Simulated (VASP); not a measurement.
# HfN (rock salt type) in VASP: further runs

HfN (rock salt type) is run at these levels: PBE, HSE06; tasks: single point.

Program: VASP 6.6.1. These are calculated values, not measurements. Logs are shortened: lines on timing, memory, paths and dates and some standing lists are left out, and cuts for length are marked.

**1. The cell of the first run**

It takes space group R3m (No. 160, trigonal). Conventional cell: a = 3.203 Å, b = 3.203 Å, c = 7.846 Å, α = 90.00°, β = 90.00°, γ = 120.00°. Hf (site symmetry 3m) has 6 N at 2.23 to 2.30 Å within 3.0 Å. N (site symmetry 3m) has 6 Hf at 2.23 to 2.30 Å within 3.0 Å.

**2. Single point, PBE**

File INCAR:

```
SYSTEM = HfN
PREC = Accurate
ENCUT = 520
EDIFF = 1E-6
ISMEAR = -1
SIGMA = 0.1
LREAL = .FALSE.
LASPH = .TRUE.
NELM = 100
ALGO = Normal
ISIF = 2
LWAVE = .FALSE.
LCHARG = .FALSE.
GGA = PE
NBANDS = 14
```

File KPOINTS:

```
Automatic mesh
0
G
  4 4 4
  0 0 0
```

File POSCAR:

```
HfN
1.0
    0.0000000000      2.2650000000      2.2650000000
    2.2650000000      0.0000000000      2.2650000000
    2.2650000000      2.2650000000      0.0000000000
Hf N
1 1
Direct
    0.0076470234      0.0076470234      0.0076470234
    0.5000000000      0.5000000000      0.5000000000
```

Potentials or basis: VASP PAW PBE potentials, release 64 (Hf_pv, N).

The run is started by

```
$ cat potpaw_PBE.64/Hf_pv/POTCAR potpaw_PBE.64/N/POTCAR > POTCAR
$ mpirun -np 1 vasp_std > vasp.out
```

OUTCAR:

```text
SYSTEM = HfN
   PREC = Accurate
   ENCUT = 520
   EDIFF = 1E-6
   ISMEAR = -1
   LREAL = .FALSE.
   LASPH = .TRUE.
   NELM = 100
   ISIF = 2
   GGA = PE

 ion  position               nearest neighbor table
   1  0.008  0.008  0.008-   2 2.23   2 2.23   2 2.23   2 2.30   2 2.30   2 2.30
   2  0.500  0.500  0.500-   1 2.23   1 2.23   1 2.23   1 2.30   1 2.30   1 2.30

  LATTYP: Found a face centered cubic cell.
 ALAT       =     4.5300000000

  Lattice vectors:

 A1 = (   0.0000000000,   2.2650000000,   2.2650000000)
 A2 = (   2.2650000000,   0.0000000000,   2.2650000000)
 A3 = (   2.2650000000,   2.2650000000,   0.0000000000)

Analysis of symmetry for initial positions (statically):
=====================================================================
 Subroutine PRICEL returns:
 Original cell was already a primitive cell.

 Routine SETGRP: Setting up the symmetry group for a
 face centered cubic supercell.

 Subroutine GETGRP returns: Found  6 space group operations
 (whereof  6 operations were pure point group operations)
 out of a pool of 48 trial point group operations.

The static configuration has the point symmetry C_3v.

Analysis of symmetry for dynamics (positions and initial velocities):
=====================================================================
 Subroutine PRICEL returns:
 Original cell was already a primitive cell.

 Routine SETGRP: Setting up the symmetry group for a
 face centered cubic supercell.

 Subroutine GETGRP returns: Found  6 space group operations
 (whereof  6 operations were pure point group operations)
 out of a pool of 48 trial point group operations.

The dynamic configuration has the point symmetry C_3v.

 Subroutine INISYM returns: Found  6 space group operations
 (whereof  6 operations are pure point group operations),
 and found     1 'primitive' translations

----------------------------------------------------------------------------------------

                                     Primitive cell

  volume of cell :      23.2399

  direct lattice vectors                    reciprocal lattice vectors
     0.000000000  2.265000000  2.265000000    -0.220750552  0.220750552  0.220750552
     2.265000000  0.000000000  2.265000000     0.220750552 -0.220750552  0.220750552
     2.265000000  2.265000000  0.000000000     0.220750552  0.220750552 -0.220750552

  length of vectors
     3.203193719  3.203193719  3.203193719     0.382351172  0.382351172  0.382351172

  position of ions in fractional coordinates (direct lattice)
     0.007647023  0.007647023  0.007647023
     0.500000000  0.500000000  0.500000000

[... 74 lines left out ...]
   PSTRESS=    0.0 pullay stress
   NELECT =      15.0000    total number of electrons
   NUPDOWN=      -1.0000    fix difference up-down
   EMIN   =  10.00;   EMAX   =-10.00  energy-range for DOS
   EFERMI =   0.00;   METHOD = LEGACY
   ISMEAR =    -1;   SIGMA  =   0.10  broadening in eV -4-tet -1-fermi 0-gaus
   EFERMI_NEDOS =   21; number of points for ismear=-14 and -15
   IALGO  =     38    algorithm
   IMIX   =      4    mixing-type and parameters
     AMIX     =   0.40;   BMIX     =  1.00
     AMIX_MAG =   1.60;   BMIX_MAG =  1.00
  volume/ion in A,a.u.               =      11.62        78.42
  Fermi-wavevector in a.u.,A,eV,Ry     =   1.414796  2.673576 27.234057  2.001647
  Thomas-Fermi vector in A             =   2.536301
   LORBIT       =      0    0 simple, 1 ext, 2 COOP (PROOUT), +10 PAW based schemes
   GGA     = PE    functional components
   LHFCALC =     F    Hartree Fock is set to
   AEXX    =    0.0000 exact exchange contribution
   IVDW    =     0    specifies the selected vdW correction
   LEPSILON=     F    determine dielectric tensor
   LRPA    =     F    only Hartree local field effects (RPA)
 non-spin polarized calculation
  energy-cutoff  :      520.00
  volume of cell :       23.24
 maximum number of plane-waves:       636
   NGX = 11   NGY = 11   NGZ = 11

 number of electron      15.0000001 magnetization

 Free energy of the ion-electron system (eV)
  ---------------------------------------------------
  ext. energy  EPLUGINS =         0.00000000
  ---------------------------------------------------
  free energy    TOTEN  =       -21.74924238 eV

  energy without entropy =      -21.72338038  energy(sigma->0) =      -21.73631138

 E-fermi :   7.9196     XC(G=0): -12.6923

 val. band max:        7.6918141486   @ k =   0.2500   0.2500  -0.2500
 cond. band min:       7.9906132201   @ k =   0.0000   0.0000   0.0000
 fundamental gap:      0.2987990716
 Fermi energy:         7.9196424475

 k-point     1 :       0.0000    0.0000    0.0000
  band No.  band energies     occupation
      1     -22.8855      2.00000
      2     -22.8818      2.00000
      3     -22.8818      2.00000
      4      -9.1506      2.00000
      5       5.2233      2.00000
      6       5.2454      2.00000
      7       5.2454      2.00000
      8       7.9906      0.65933
      9       7.9906      0.65933
     10       8.0603      0.39348
     11      10.0235      0.00000
     12      10.2978      0.00000
     13      10.2978      0.00000
     14      17.8433      0.00000
[... 190 lines left out ...]
      1     -23.4214      2.00000
      2     -23.4213      2.00000
      3     -23.2178      2.00000
      4      -7.4557      2.00000
      5       2.1677      2.00000
      6       2.8510      2.00000
      7       2.8587      2.00000
      8       9.4175      0.00000
      9       9.4205      0.00000
     10      13.7581      0.00000
     11      13.7829      0.00000
     12      14.4128      0.00000
     13      18.6164      0.00000
     14      20.4985      0.00000

------------------------ aborting loop because EDIFF is reached ----------------------------------------

  FORCE on cell =-STRESS in cart. coord.  units (eV):
  Direction    XX          YY          ZZ          XY          YZ          ZX
  --------------------------------------------------------------------------------------
  -------------------------------------------------------------------------------------
  Total        0.2158404      0.2158404      0.2158404     -0.0346474     -0.0346474     -0.0346474
  in kB       14.8801958     14.8801958     14.8801958     -2.3886153     -2.3886153     -2.3886153
  external PRESSURE =      14.8801958 kB  Pullay stress =       0.0000000 kB

 VOLUME and BASIS-vectors are now :
 -----------------------------------------------------------------------------
  energy-cutoff  :      520.00
  volume of cell :       23.24
      direct lattice vectors                 reciprocal lattice vectors
     0.000000000  2.265000000  2.265000000    -0.220750552  0.220750552  0.220750552
     2.265000000  0.000000000  2.265000000     0.220750552 -0.220750552  0.220750552
     2.265000000  2.265000000  0.000000000     0.220750552  0.220750552 -0.220750552

 POSITION                                       TOTAL-FORCE (eV/Angst)
 -----------------------------------------------------------------------------------
      0.03464      0.03464      0.03464        -0.392055     -0.392055     -0.392055
      2.26500      2.26500      2.26500         0.392055      0.392055      0.392055
 -----------------------------------------------------------------------------------
    total drift:                               -0.000038     -0.000038     -0.000037

  FREE ENERGIE OF THE ION-ELECTRON SYSTEM (eV)
  ---------------------------------------------------
  free  energy   TOTEN  =       -21.7492423766 eV

  energy  without entropy=      -21.7233803802  energy(sigma->0) =      -21.73631138
```

OSZICAR:

```text
N       E                     dE             d eps       ncg     rms          rms(c)
DAV:   1     0.409698140117E+02    0.40970E+02   -0.79125E+03   364   0.102E+03
DAV:   2    -0.224148811199E+02   -0.63385E+02   -0.58949E+02   478   0.239E+02
DAV:   3    -0.247564490534E+02   -0.23416E+01   -0.23340E+01   406   0.376E+01
DAV:   4    -0.247644626951E+02   -0.80136E-02   -0.80133E-02   430   0.258E+00
DAV:   5    -0.247645105009E+02   -0.47806E-04   -0.47806E-04   412   0.177E-01    0.488E+01
DAV:   6    -0.218602987178E+02    0.29042E+01   -0.86246E+00   394   0.221E+01    0.409E+01
DAV:   7    -0.217774418800E+02    0.82857E-01   -0.47522E-01   442   0.603E+00    0.262E+01
DAV:   8    -0.217555518569E+02    0.21890E-01   -0.11159E-01   430   0.289E+00    0.630E+00
DAV:   9    -0.217493211173E+02    0.62307E-02   -0.16643E-02   442   0.104E+00    0.204E+00
DAV:  10    -0.217492679671E+02    0.53150E-04   -0.11800E-03   490   0.303E-01    0.332E-01
DAV:  11    -0.217492448745E+02    0.23093E-04   -0.60703E-05   418   0.754E-02    0.105E-01
DAV:  12    -0.217492426344E+02    0.22401E-05   -0.64503E-06   512   0.216E-02    0.205E-02
DAV:  13    -0.217492423766E+02    0.25775E-06   -0.20571E-07   224   0.462E-03
   1 F= -.21749242E+02 E0= -.21736311E+02  d E =-.258620E-01
```

Wall time 3.9 s (1 thread of AMD EPYC 9R45 (Zen 5), shared host); peak memory 0.1 GiB.

Results:

```
Free energy   : -21.7492 eV
Pressure      : 1.5 GPa
Largest force : 0.679 eV/Å
```

Forces on the atoms (eV/Å):
```
Hf  -0.392 -0.392 -0.392
N    0.392  0.392  0.392
```

Caveat: the k points lie up to 0.60 Å⁻¹ apart; spin-orbit coupling is left out, which moves the levels of the heavy elements.

**3. Single point, PBE**

File INCAR:

```
SYSTEM = HfN
PREC     = Accurate       ! precision mode
ENCUT    = 520            ! plane-wave cutoff, eV
EDIFF    = 1E-6           ! SCF threshold, eV
ISMEAR   = -1             ! smearing method
SIGMA    = 0.1            ! smearing width, eV
LREAL    = .FALSE.        ! projectors in reciprocal space
LASPH    = .TRUE.         ! aspherical terms in the spheres
NELM     = 100            ! most SCF steps
ALGO     = Normal         ! electronic algorithm
ISIF     = 2              ! what is computed and relaxed
LWAVE    = .FALSE.        ! write WAVECAR
LCHARG   = .TRUE.         ! write CHGCAR
GGA      = PE             ! functional
LELF     = .TRUE.         ! ELF
LVHAR    = .TRUE.       
NBANDS   = 14             ! bands
```

File KPOINTS:

```
regular mesh
0
G
  8 8 8
  0 0 0
```

Edit POSCAR of step 2 so:

```diff
@@ -8,3 +8,3 @@
 Direct
-    0.0076470234      0.0076470234      0.0076470234
+    0.0000000000      0.0000000000      0.0000000000
     0.5000000000      0.5000000000      0.5000000000
```

Potentials or basis: VASP PAW PBE potentials, release 64 (Hf_pv, N).

The run is started by

```
$ cat potpaw_PBE.64/Hf_pv/POTCAR potpaw_PBE.64/N/POTCAR > POTCAR
$ mpirun -np 1 vasp_std > vasp.out
```

Wall time 6.7 s (1 thread of AMD EPYC 9R45 (Zen 5), shared host); peak memory 0.11 GiB.

It converged, with:

```yaml
Free_energy: -21.7557 eV
Pressure: 1.1 GPa
```

Levels at points of the mesh, in eV from the Fermi level:
| k point | band 4 | band 5 | band 6 | band 7 | band 8 | band 9 | band 10 | band 11 | band 12 | band 13 |
| --- | --- | --- | --- | --- | --- | --- | --- | --- | --- | --- |
| (0.00, 0.00, 0.00) | -17.45 | -3.01 | -3.01 | -3.01 | -0.34 | -0.34 | -0.34 | 1.73 | 1.95 | 1.95 |
| (0.50, 0.00, 0.00) | -14.78 | -8.83 | -6.14 | -6.14 | 3.25 | 3.67 | 3.67 | 4.39 | 8.75 | 8.75 |
| (0.50, 0.50, 0.00) | -16.36 | -5.41 | -3.77 | -3.68 | -3.68 | 4.06 | 5.47 | 5.47 | 5.50 | 7.90 |

Caveat: spin-orbit coupling is left out, which moves the levels of the heavy elements.

**4. Single point, PBE**

File INCAR:

```
PREC = Accurate
ENCUT = 520
EDIFF = 1E-6
ISMEAR = -1
SIGMA = 0.1
LREAL = False
LASPH = True
NELM = 80
ALGO = Normal
ISIF = 2
LWAVE = False
LCHARG = False
GGA = PE
NBANDS = 14
```

File KPOINTS:

```
regular mesh
0
Gamma
  8 8 8
```

Edit POSCAR of step 3 so:

```diff
@@ -8,3 +8,3 @@
 Direct
-    0.0000000000      0.0000000000      0.0000000000
+   -0.0044150110      0.0044150110      0.0044150110
     0.5000000000      0.5000000000      0.5000000000
```

The run is started by

```
$ cat potpaw_PBE.64/Hf_pv/POTCAR potpaw_PBE.64/N/POTCAR > POTCAR
$ mpirun -np 1 vasp_std > vasp.out
```

It took 11 s on 1 thread of AMD EPYC 9R45 (Zen 5), shared host; peak memory 0.12 GiB.

It converged, with:

| Property | Result |
| --- | --- |
| Free energy | -21.7534 eV |
| Pressure | 1.1 GPa |
| Largest force | 0.228 eV/Å |

Forces on the atoms (eV/Å):
```
Hf  -0.228  0.000  0.000
N    0.228  0.000  0.000
```

Stress tensor (GPa, compression positive):
```
1.23 0.00 0.00
0.00 1.09 0.00
0.00 0.00 1.09
```

Levels at points of the mesh, in eV from the Fermi level:
```tsv
k point	band 6	band 7	band 8	band 9	band 10	band 11
(0.00, 0.00, 0.00)	-3.01	-3.01	-0.34	-0.33	-0.33	1.73
(0.50, 0.00, 0.00)	-6.13	-6.13	3.25	3.66	3.67	4.39
(0.50, 0.50, 0.00)	-3.88	-3.68	-3.57	4.06	5.47	5.47
(0.00, 0.50, 0.50)	-3.77	-3.68	-3.68	4.06	5.47	5.47
```

Caveat: spin-orbit coupling is left out, which moves the levels of the heavy elements.

(Continued in part 2 of 2.)
